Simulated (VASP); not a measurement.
# Ru3N in VASP: single point with r2SCAN

Aim: the single point of Ru3N with r2SCAN.

All numbers are computed with VASP 6.6.1; they aren't measurements. Logs are shortened: lines on timing, memory, paths and dates and some standing lists are left out, and cuts for length are marked.

**1. The cell of the first run**

The typed cell holds 8 atoms: a = 4.938 Å, b = 4.938 Å, c = 4.614 Å, α = 90.00°, β = 90.00°, γ = 120.00°.

**2. Single point, r2SCAN**

The input, POSCAR:

```
Ru3N
1.0
    4.9377694400      0.0000000000      0.0000000000
   -2.4688847200      4.2762371200      0.0000000000
    0.0000000000      0.0000000000      4.6140852300
Ru N
6 2
Direct
    0.0000000000      0.3333000000      0.2500000000
    0.6667000000      0.6667000000      0.2500000000
    0.3333000000      0.0000000000      0.2500000000
    0.6667000000      0.0000000000      0.7500000000
    0.3333000000      0.3333000000      0.7500000000
    0.0000000000      0.6667000000      0.7500000000
    0.0000000000      0.0000000000      0.0000000000
    0.3333000000      0.6667000000      0.5000000000
```

The input, INCAR.step1:

```
SYSTEM = Ru3N
PREC     = Accurate       ! precision mode
ENCUT    = 520            ! plane-wave cutoff, eV
ISMEAR   = -1             ! smearing method
SIGMA    = 0.0348         ! smearing width, eV
LREAL    = .False.        ! projectors in reciprocal space
LASPH    = .True.         ! aspherical terms in the spheres
NELM     = 80             ! most SCF steps
NBANDS   = 57             ! bands
GGA      = PE             ! functional
ALGO     = Normal         ! electronic algorithm
EDIFF    = 1E-4           ! SCF threshold, eV
LWAVE    = .True.         ! write WAVECAR
LCHARG   = .False.        ! write CHGCAR
```

The input, INCAR.step2:

```
SYSTEM = Ru3N
PREC     = Accurate       ! precision mode
ENCUT    = 520            ! plane-wave cutoff, eV
EDIFF    = 1E-6           ! SCF threshold, eV
ISMEAR   = -1             ! smearing method
SIGMA    = 0.0348         ! smearing width, eV
LREAL    = .False.        ! projectors in reciprocal space
LASPH    = .True.         ! aspherical terms in the spheres
NELM     = 80             ! most SCF steps
ALGO     = Normal         ! electronic algorithm
ISIF     = 2              ! what is computed and relaxed
LWAVE    = .False.        ! write WAVECAR
LCHARG   = .True.         ! write CHGCAR
METAGGA  = R2SCAN         ! meta-GGA
LMIXTAU  = .True.       
LELF     = .True.         ! ELF
LVHAR    = .True.       
NBANDS   = 57             ! bands
ISTART   = 1
```

The input, KPOINTS:

```
regular mesh
0
Gamma
  4 4 4
  0 0 0
```

Potentials or basis: VASP PAW PBE potentials, release 64 (Ru_pv, N).

Launch:

```bash
cat potpaw_PBE.64/Ru_pv/POTCAR potpaw_PBE.64/N/POTCAR > POTCAR
cp INCAR.step1 INCAR
mpirun -np 1 vasp_std > vasp.out
cp INCAR.step2 INCAR
mpirun -np 1 vasp_std > vasp.out
```

OUTCAR:

```text
SYSTEM = Ru3N
   PREC = Accurate
   ENCUT = 520
   EDIFF = 1E-6
   ISMEAR = -1
   LREAL = .False.
   LASPH = .True.
   NELM = 80
   ISIF = 2
   METAGGA = R2SCAN
   ISTART = 1

 ion  position               nearest neighbor table
   1  0.000  0.333  0.250-   7 2.01   8 2.01   5 2.83   5 2.83   4 2.83   4 2.83   6 2.83   6 2.83
                             3 2.85   2 2.85   3 2.85   2 2.85   2 2.85   3 2.85
   2  0.667  0.667  0.250-   7 2.01   8 2.01   6 2.83   6 2.83   4 2.83   4 2.83   5 2.83   5 2.83
                             3 2.85   1 2.85   3 2.85   1 2.85   1 2.85   3 2.85
   3  0.333  0.000  0.250-   7 2.01   8 2.01   5 2.83   6 2.83   5 2.83   6 2.83   4 2.83   4 2.83
                             1 2.85   2 2.85   2 2.85   1 2.85   1 2.85   2 2.85
   4  0.667  0.000  0.750-   7 2.01   8 2.01   1 2.83   2 2.83   1 2.83   2 2.83   3 2.83   3 2.83
                             6 2.85   5 2.85   5 2.85   6 2.85   5 2.85   6 2.85
   5  0.333  0.333  0.750-   7 2.01   8 2.01   1 2.83   1 2.83   3 2.83   3 2.83   2 2.83   2 2.83
                             4 2.85   6 2.85   4 2.85   6 2.85   6 2.85   4 2.85
   6  0.000  0.667  0.750-   8 2.01   7 2.01   2 2.83   2 2.83   3 2.83   3 2.83   1 2.83   1 2.83
                             4 2.85   5 2.85   4 2.85   5 2.85   5 2.85   4 2.85
   7  0.000  0.000  0.000-   3 2.01   4 2.01   1 2.01   2 2.01   5 2.01   6 2.01
   8  0.333  0.667  0.500-   6 2.01   3 2.01   4 2.01   1 2.01   2 2.01   5 2.01

  LATTYP: Found a hexagonal cell.
 ALAT       =     4.9377694400
 C/A-ratio  =     0.9344472815

  Lattice vectors:

 A1 = (   4.9377694400,   0.0000000000,   0.0000000000)
 A2 = (  -2.4688847200,   4.2762371200,   0.0000000000)
 A3 = (   0.0000000000,   0.0000000000,   4.6140852300)

Analysis of symmetry for initial positions (statically):
=====================================================================
 Subroutine PRICEL returns:
 Original cell was already a primitive cell.

 Routine SETGRP: Setting up the symmetry group for a
 hexagonal supercell.

 Subroutine GETGRP returns: Found  2 space group operations
 (whereof  2 operations were pure point group operations)
 out of a pool of 24 trial point group operations.

The static configuration has the point symmetry C_2 .

Analysis of symmetry for dynamics (positions and initial velocities):
=====================================================================
 Subroutine PRICEL returns:
 Original cell was already a primitive cell.

 Routine SETGRP: Setting up the symmetry group for a
 hexagonal supercell.

 Subroutine GETGRP returns: Found  2 space group operations
 (whereof  2 operations were pure point group operations)
 out of a pool of 24 trial point group operations.

The dynamic configuration has the point symmetry C_2 .

 Subroutine INISYM returns: Found  2 space group operations
 (whereof  2 operations are pure point group operations),
 and found     1 'primitive' translations

----------------------------------------------------------------------------------------

                                     Primitive cell

  volume of cell :      97.4267

  direct lattice vectors                    reciprocal lattice vectors
     4.937769440  0.000000000  0.000000000     0.202520594  0.116925228  0.000000000
    -2.468884720  4.276237120  0.000000000     0.000000000  0.233850456  0.000000000
     0.000000000  0.000000000  4.614085230     0.000000000  0.000000000  0.216727683

  length of vectors
     4.937769440  4.937772339  4.614085230     0.233850593  0.233850456  0.216727683

  position of ions in fractional coordinates (direct lattice)
     0.000000000  0.333300000  0.250000000
     0.666700000  0.666700000  0.250000000
     0.333300000  0.000000000  0.250000000
     0.666700000  0.000000000  0.750000000
     0.333300000  0.333300000  0.750000000
     0.000000000  0.666700000  0.750000000
     0.000000000  0.000000000  0.000000000
     0.333300000  0.666700000  0.500000000

  ion indices of the primitive-cell ions
   primitive index   ion index
                 1           1
                 2           2
                 3           3
                 4           4
                 5           5
                 6           6
                 7           7
                 8           8

----------------------------------------------------------------------------------------

 KPOINTS: regular mesh

Automatic generation of k-mesh.
 Grid dimensions read from file:
 generate k-points for:    4    4    4

 Generating k-lattice:

  Cartesian coordinates                     Fractional coordinates (reciprocal lattice)
     0.050630148  0.029231307  0.000000000     0.250000000  0.000000000  0.000000000
     0.000000000  0.058462614  0.000000000     0.000000000  0.250000000  0.000000000
     0.000000000  0.000000000  0.054181921     0.000000000  0.000000000  0.250000000

  Length of vectors
     0.058462648  0.058462614  0.054181921

  Shift w.r.t. Gamma in fractional coordinates (k-lattice)
     0.000000000  0.000000000  0.000000000

 Subroutine IBZKPT returns following result:
 ===========================================

 Found     24 irreducible k-points:

 Following reciprocal coordinates:
            Coordinates               Weight
  0.000000  0.000000  0.000000      1.000000
  0.250000  0.000000  0.000000      4.000000
 -0.250000  0.250000  0.000000      2.000000
  0.500000  0.000000  0.000000      2.000000
  0.500000  0.500000  0.000000      1.000000
  0.250000  0.250000  0.000000      2.000000
[... 16 lines left out ...]
  0.250000  0.250000  0.500000      2.000000
 -0.250000  0.500000  0.500000      4.000000
   k-points           NKPTS =     24   k-points in BZ     NKDIM =     24   number of bands    NBANDS=     57
   number of dos      NEDOS =    301   number of ions     NIONS =      8
   total plane-waves  NPLWV =  57600
   dimension x,y,z NGX =    40 NGY =   40 NGZ =   36
   dimension x,y,z NGXF=    80 NGYF=   80 NGZF=   72
   ions per type =               6   2
   NGX,Y,Z   is equivalent  to a cutoff of  13.47, 13.47, 12.97 a.u.
   NGXF,Y,Z  is equivalent  to a cutoff of  26.93, 26.93, 25.94 a.u.
 SYSTEM =  Ru3N
   PREC   = accura    normal or accurate (medium, high low for compatibility)
   ISTART =      1    job   : 0-new  1-cont  2-samecut
   ICHARG =      0    charge: 1-file 2-atom 10-const
   ISPIN  =      1    spin polarized calculation?
   LNONCOLLINEAR =      F non collinear calculations
   LSORBIT =      F    spin-orbit coupling
   LASPH  =      T    aspherical Exc in radial PAW
   ENCUT  =  520.0 eV  38.22 Ry    6.18 a.u.   9.18  9.18  8.58*2*pi/ulx,y,z
   NELM   =     80;   NELMIN=  2; NELMDL=  0     # of ELM steps
   EDIFF  = 0.1E-05   stopping-criterion for ELM
   LREAL  =      F    real-space projection
   EDIFFG = 0.1E-04   stopping-criterion for IOM
   NSW    =      0    number of steps for IOM
   IBRION =     -1    ionic relax: 0-MD 1-quasi-New 2-CG
   NFREE  =      0    steps in history (QN), initial steepest desc. (CG)
   ISIF   =      2    stress and relaxation
   ISYM   =      2    0-nonsym 1-usesym 2-fastsym
   POTIM  = 0.5000    time-step for ionic-motion
   TEBEG  =    0.0;   TEEND  =   0.0 temperature during run
   PSTRESS=    0.0 pullay stress
   NELECT =      94.0000    total number of electrons
   NUPDOWN=      -1.0000    fix difference up-down
   EMIN   =  10.00;   EMAX   =-10.00  energy-range for DOS
   EFERMI =   0.00;   METHOD = LEGACY
   ISMEAR =    -1;   SIGMA  =   0.03  broadening in eV -4-tet -1-fermi 0-gaus
   EFERMI_NEDOS =   21; number of points for ismear=-14 and -15
   IALGO  =     38    algorithm
   IMIX   =      4    mixing-type and parameters
     AMIX     =   0.40;   BMIX     =  1.00
     AMIX_MAG =   1.60;   BMIX_MAG =  1.00
  volume/ion in A,a.u.               =      12.18        82.18
  Fermi-wavevector in a.u.,A,eV,Ry     =   1.617675  3.056963 35.604728  2.616874
  Thomas-Fermi vector in A             =   2.712062
   LORBIT       =      0    0 simple, 1 ext, 2 COOP (PROOUT), +10 PAW based schemes
   METAGGA = R2SCAN    functional components
   LHFCALC =     F    Hartree Fock is set to
   AEXX    =    0.0000 exact exchange contribution
   IVDW    =     0    specifies the selected vdW correction
   LEPSILON=     F    determine dielectric tensor
   LRPA    =     F    only Hartree local field effects (RPA)
 non-spin polarized calculation
  energy-cutoff  :      520.00
  volume of cell :       97.43
 maximum number of plane-waves:      2651
 NGX is ok and might be reduce to    40
   NGX = 19   NGY = 19   NGZ = 17

 number of electron      94.0000020 magnetization

 Free energy of the ion-electron system (eV)
  ---------------------------------------------------
  ext. energy  EPLUGINS =         0.00000000
  ---------------------------------------------------
  free energy    TOTEN  =      -167.77413298 eV

  energy without entropy =     -167.71440417  energy(sigma->0) =     -167.74426858

 E-fermi :  11.8619     XC(G=0): -14.8289

 val. band max:       11.8470673112   @ k =   0.0000   0.0000   0.0000
 cond. band min:      11.8865903397   @ k =   0.2500   0.0000   0.0000
 fundamental gap:      0.0395230285
 Fermi energy:        11.8618569580

 k-point     1 :       0.0000    0.0000    0.0000
  band No.  band energies     occupation
      1     -33.3423      2.00000
      2     -32.9419      2.00000
      3     -32.9417      2.00000
      4     -32.9381      2.00000
      5     -32.9379      2.00000
      6     -32.8898      2.00000
[... 49 lines left out ...]
     56      14.9108      0.00000
     57      15.2741      0.00000

 k-point     2 :       0.2500    0.0000    0.0000
  band No.  band energies     occupation
      1     -33.3048      2.00000
      2     -33.0354      2.00000
      3     -33.0117      2.00000
      4     -32.9590      2.00000
      5     -32.9028      2.00000
      6     -32.8098      2.00000
[... 49 lines left out ...]
     56      14.7579      0.00000
     57      15.1955      0.00000
[... 1258 lines left out ...]
     56      15.0827      0.00000
     57      16.2075      0.00000

 k-point    24 :      -0.2500    0.5000    0.5000
  band No.  band energies     occupation
      1     -33.2146      2.00000
      2     -33.2143      2.00000
      3     -32.9709      2.00000
      4     -32.9709      2.00000
      5     -32.8569      2.00000
      6     -32.8567      2.00000
[... 49 lines left out ...]
     56      15.0825      0.00000
     57      16.2071      0.00000

------------------------ aborting loop because EDIFF is reached ----------------------------------------

  FORCE on cell =-STRESS in cart. coord.  units (eV):
  Direction    XX          YY          ZZ          XY          YZ          ZX
  --------------------------------------------------------------------------------------
  -------------------------------------------------------------------------------------
  Total       -2.2951548     -2.2953887      2.8595601     -0.0001994     -0.0000651     -0.0000375
  in kB      -37.7436911    -37.7475372     47.0253039     -0.0032796     -0.0010704     -0.0006173
  external PRESSURE =      -9.4886415 kB  Pullay stress =       0.0000000 kB

 VOLUME and BASIS-vectors are now :
 -----------------------------------------------------------------------------
  energy-cutoff  :      520.00
  volume of cell :       97.43
      direct lattice vectors                 reciprocal lattice vectors
     4.937769440  0.000000000  0.000000000     0.202520594  0.116925228  0.000000000
    -2.468884720  4.276237120  0.000000000     0.000000000  0.233850456  0.000000000
     0.000000000  0.000000000  4.614085230     0.000000000  0.000000000  0.216727683

 POSITION                                       TOTAL-FORCE (eV/Angst)
 -----------------------------------------------------------------------------------
     -0.82288      1.42527      1.15352        -1.083598      0.001293      0.001214
      1.64601      2.85097      1.15352         0.539452     -0.939438      0.001803
      1.64576      0.00000      1.15352         0.542986      0.938857      0.000877
      3.29201      0.00000      3.46056        -0.542918      0.937778     -0.001214
      0.82288      1.42527      3.46056         1.083303      0.002539     -0.001803
     -1.64601      2.85097      3.46056        -0.541580     -0.939669     -0.000877
      0.00000      0.00000      0.00000         0.000032     -0.000019      0.000000
     -0.00025      2.85097      2.30704         0.002322     -0.001340      0.000000
 -----------------------------------------------------------------------------------
    total drift:                                0.000004     -0.000002     -0.000000

  FREE ENERGIE OF THE ION-ELECTRON SYSTEM (eV)
  ---------------------------------------------------
  free  energy   TOTEN  =      -167.7741329831 eV

  energy  without entropy=     -167.7144041741  energy(sigma->0) =     -167.74426858
```

It took 11 min on 1 thread of AMD EPYC 7R43 (Zen 3), shared host; peak memory 0.26 GiB.

Results:

* Free energy: -167.7741 eV
* Pressure: -0.9 GPa
* Largest force: 1.085 eV/Å
* Band gap on the k mesh: zero (bands 47 and 48 overlap by 0.33 eV)

Forces on the atoms (eV/Å):
```
Ru  -1.084  0.001  0.001
Ru   0.539 -0.939  0.002
Ru   0.543  0.939  0.001
Ru  -0.543  0.938 -0.001
Ru   1.083  0.003 -0.002
Ru  -0.542 -0.940 -0.001
N    0.000  0.000  0.000
N    0.002 -0.001  0.000
```

Caveat: the k points lie up to 0.37 Å⁻¹ apart; the PAW data sets were made with another functional, which shifts forces and pressure a little.

The gap in the log of VASP goes by the Fermi energy; the results here count the filled bands.